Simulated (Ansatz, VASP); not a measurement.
**B27N26: VASP beside Ansatz**

```
CELL_PARAMETERS angstrom
0.00000 5.43900 5.43900
5.43900 0.00000 5.43900
5.43900 5.43900 0.00000
ATOMIC_POSITIONS crystal
B 0.00060 0.99952 0.00040
B 0.00099 0.99973 0.33377
B 0.00099 0.99973 0.66642
B 0.00092 0.33285 0.00073
B 0.99341 0.33551 0.33600
B 0.00092 0.33285 0.66641
B 0.00089 0.66557 0.00069
B 0.00089 0.66557 0.33375
B 0.00022 0.66623 0.66723
B 0.33397 0.99973 0.00079
B 0.33685 0.99077 0.33664
B 0.33397 0.99973 0.66642
B 0.33619 0.33550 0.99324
B 0.33618 0.33551 0.33598
B 0.33424 0.33306 0.66680
B 0.33395 0.66557 0.00069
B 0.33428 0.66578 0.33408
B 0.33428 0.66578 0.66677
B 0.66662 0.99972 0.00079
B 0.66662 0.99973 0.33377
B 0.66741 0.99907 0.66721
B 0.66662 0.33285 0.00072
B 0.66700 0.33306 0.33404
B 0.66700 0.33306 0.66680
B 0.66743 0.66623 0.00002
B 0.66697 0.66578 0.33408
B 0.66743 0.66623 0.66723
N 0.25044 0.24932 0.58260
N 0.25044 0.24932 0.91855
N 0.25047 0.58182 0.25027
N 0.25047 0.58276 0.58384
N 0.25047 0.58181 0.91836
N 0.25052 0.91718 0.25032
N 0.25052 0.91718 0.58289
N 0.25062 0.91618 0.91705
N 0.58280 0.24932 0.25024
N 0.58401 0.24928 0.58381
N 0.58280 0.24932 0.91855
N 0.58404 0.58276 0.25027
N 0.58404 0.58276 0.58384
N 0.58385 0.58272 0.91717
N 0.58309 0.91717 0.25032
N 0.58385 0.91621 0.58366
N 0.58386 0.91621 0.91719
N 0.91875 0.24932 0.25024
N 0.91875 0.24932 0.58260
N 0.91726 0.24952 0.91706
N 0.91855 0.58182 0.25027
N 0.91736 0.58272 0.58365
N 0.91737 0.58272 0.91717
N 0.91725 0.91618 0.25042
N 0.91739 0.91621 0.58366
N 0.91726 0.91618 0.91706
```

Alike in both runs: task single point; functional PBE; k mesh 2 × 2 × 2; occupations gaussian, width 0.05 eV; collinear spin.

```csv
,VASP,Ansatz
version,VASP 6.6.1,Ansatz 0.2.0
potentials or method,"VASP PAW PBE potentials, release 64 (B, N), cutoff 520 eV","scalar-relativistic, plane waves, PAW"
valence electrons in the cell,211,211
```

Ansatz gave:

| Quantity | Value |
| --- | --- |
| gap on the k mesh at the Fermi level (eV) | none |
| net moment per atom (μB) | 0.01 |
| size of the moment on the site where the two differ most (μB) | 0.05 |

Task: What did VASP give for the same quantities?

Result: gap on the k mesh at the Fermi level (eV): none; net moment per atom (μB): 0.01; size of the moment on the site where the two differ most (μB): 0.10.

Site moments also hang on the region over which each program counts them. A gap of «none» marks a metal or a gap that the smearing closes. Ansatz's warnings: near symmetry operation missed by atoms, structure snapped to symmetry.

The k mesh is coarse, so the values compare programs but aren't converged.
